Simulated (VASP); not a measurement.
Input of a VASP 6.6.1 run:

The input INCAR:

```
  PREC = Accurate
  ENCUT = 520
  EDIFF = 1E-6
  ISMEAR = 1
  SIGMA = 0.15
  LREAL = False
  LASPH = True
  NELM = 80
  ALGO = Normal
  ISIF = 2
  LWAVE = False
  LCHARG = True
  GGA = PS
  LELF = True
  LVHAR = True
  NBANDS = 18
```

File KPOINTS:

```
Automatic mesh
0
Gamma
  13 13 7
```

The input POSCAR:

```
Cu
1.0
    2.4283845371      0.0000000000      0.0000000000
   -1.2141917894      2.1030423374      0.0000000000
    0.0000000000      0.0000000000      3.9410108706
Cu
2
Direct
    0.3333333333      0.6666666667      0.2500000000
    0.6666666667      0.3333333333      0.7500000000
```

Potentials or basis: VASP PAW PBE potentials, release 64 (Cu).

Command:

```console
$ cat potpaw_PBE.64/Cu/POTCAR > POTCAR
$ mpirun -np 1 vasp_std > vasp.out
```

(1) What does it give for the band gap on the k mesh?

(2) Estimate the pressure.

Answers

(1) zero (band 11 reaches 12.91 eV, above the bottom of band 12 at 7.45 eV).

(2) 27.1 GPa.

Caveat: the PAW data sets were made with another functional, which shifts forces and pressure a little.
